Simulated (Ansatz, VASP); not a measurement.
# C in VASP and in Ansatz

```
CELL_PARAMETERS angstrom
0.00000 2.12645 3.55081
1.22812 0.00000 3.55081
1.22812 2.12645 0.00000
ATOMIC_POSITIONS crystal
C 0.16667 0.83333 0.16667
C 0.83333 0.16667 0.83333
```

Alike in both runs: functional r2SCAN; k mesh 18 × 18 × 18; occupations gaussian, width 0.01 eV; no spin polarisation.

Ansatz relaxed the structure, and its values are those at the end. VASP's run is a single point on that final structure, the one shown.

```csv
,VASP,Ansatz
version,VASP 6.6.1,Ansatz 0.2.0
potentials or method,"VASP PAW PBE potentials, release 64 (C), cutoff 520 eV","scalar-relativistic, plane waves, PAW"
valence electrons in the cell,8,8
```

```tsv
	VASP	Ansatz	Ansatz less VASP
gap on the k mesh at the Fermi level (eV)	0.06	0.06	0.000
least direct gap on the mesh (eV)	0.11	0.11	0.000
pressure (GPa)	0.7	0.0	-0.64
```

VASP's potentials were made for PBE, not for r2SCAN. The functional is the same, so the differences come from potentials, cutoffs and numerics.
